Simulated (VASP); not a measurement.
A run of VASP 6.6.1:

File INCAR:

```
ALGO = Normal
EDIFF = 1E-6
ENCUT = 650
GGA = PE
GGA_COMPAT = F
ISIF = 2
ISMEAR = -1
ISYM = -1
IVDW = 12
LASPH = T
LCHARG = F
LREAL = Auto
LWAVE = F
NBANDS = 94
NELM = 120
PREC = Accurate
SIGMA = 0.1551
```

KPOINTS

```
explicit points
1
Reciprocal
  0.25000000   0.25000000   0.25000000 1
```

The input POSCAR:

```
Li2GeS3
1.0
    8.1492130000      0.2608840000     -0.3825630000
    0.2608840000      8.1074400000     -0.0781450000
   -0.3825630000     -0.0781450000      8.2274370000
Ge S Li
4 12 8
Direct
    0.4402748268      0.4597167759      0.5107919302
    0.1888066495      0.2651161305      0.2358021020
    0.8842647840      0.4199961162      0.3306653804
    0.4392452726      0.3822911673      0.8495331089
    0.6154119164      0.4229416007      0.0926709740
    0.1178232098      0.3422814870      0.5383301492
    0.9772148376      0.6837837484      0.2359770754
    0.7660795581      1.0456665077      0.6876623064
    0.1782181919      0.3649476552      0.9013051720
    0.5038821797      0.0565390941      0.8022792427
    0.2717822434      0.6409873447      0.2366635912
    0.7520369358      0.3717924740      0.5403106981
    1.1560277593      0.0775371922      0.4872260452
    0.8241449513      0.8673328339      0.9133424041
    0.6419835081      0.9289131503      0.2928639934
    0.4566717184      0.6519529915      0.6849204156
    0.6049093482      0.7113643408      0.1157448549
    0.5826295236      0.8417491575      0.5586347226
    0.0056394296      0.6373602082     -0.0514059299
   -0.1059719031      0.0253482520      0.2476045590
    0.6095027493      0.1199108704      0.1231262707
    0.5336387088      1.1547729988      0.4948186369
    0.7710682852      0.5521505864      0.8903081244
    0.2037128323      1.0249285728      0.8790623417
```

Potentials or basis: VASP PAW PBE potentials, release 64 (Ge_d, S, Li_sv).

The run is started by

```console
$ cat potpaw_PBE.64/Ge_d/POTCAR potpaw_PBE.64/S/POTCAR potpaw_PBE.64/Li_sv/POTCAR > POTCAR
$ mpirun -np 1 vasp_std > vasp.out
```

Hardware: 1 thread of Intel(R) Xeon(R) Platinum 8259CL CPU @ 2.50GHz (Skylake/Cascade Lake), on a shared host.

Estimate the wall time of this run.

Run time: 2.6 min on 1 thread of Intel(R) Xeon(R) Platinum 8259CL CPU @ 2.50GHz (Skylake/Cascade Lake), with other jobs on the host, peak memory 0.68 GiB. Counts: scf iterations 18, k points 1.
